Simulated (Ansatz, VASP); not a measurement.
InSb in VASP and in Ansatz

```
CELL_PARAMETERS angstrom
3.11856 0.00000 0.00000
0.00000 3.11856 0.00000
0.00000 0.00000 3.11856
ATOMIC_POSITIONS crystal
In 0.00000 0.00000 0.00000
Sb 0.50000 0.50000 0.50000
```

Change from the starting cell: volume scaled by 0.55, crystal datasets.

Alike in both runs: task single point; functional PBE; k mesh 11 × 11 × 11; occupations fermi-dirac, width 0.08 eV; no spin polarisation.

|  | VASP | Ansatz |
| --- | --- | --- |
| version | VASP 6.6.1 | Ansatz 0.2.0 |
| potentials or method | VASP PAW PBE potentials, release 64 (In_d, Sb), cutoff 520 eV | all-electron PAW with datasets made for the crystal, scalar-relativistic |

|  | VASP | Ansatz | Ansatz less VASP |
| --- | --- | --- | --- |
| pressure (GPa) | 119.3 | 118.5 | -0.79 |

Both programs put the cell under a high pressure, so it lies far from rest at this level. Ansatz ran all-electron here, and VASP with PAW potentials.

Spin-orbit coupling is off throughout. Noted on VASP's run: the cell as given lies far from equilibrium.
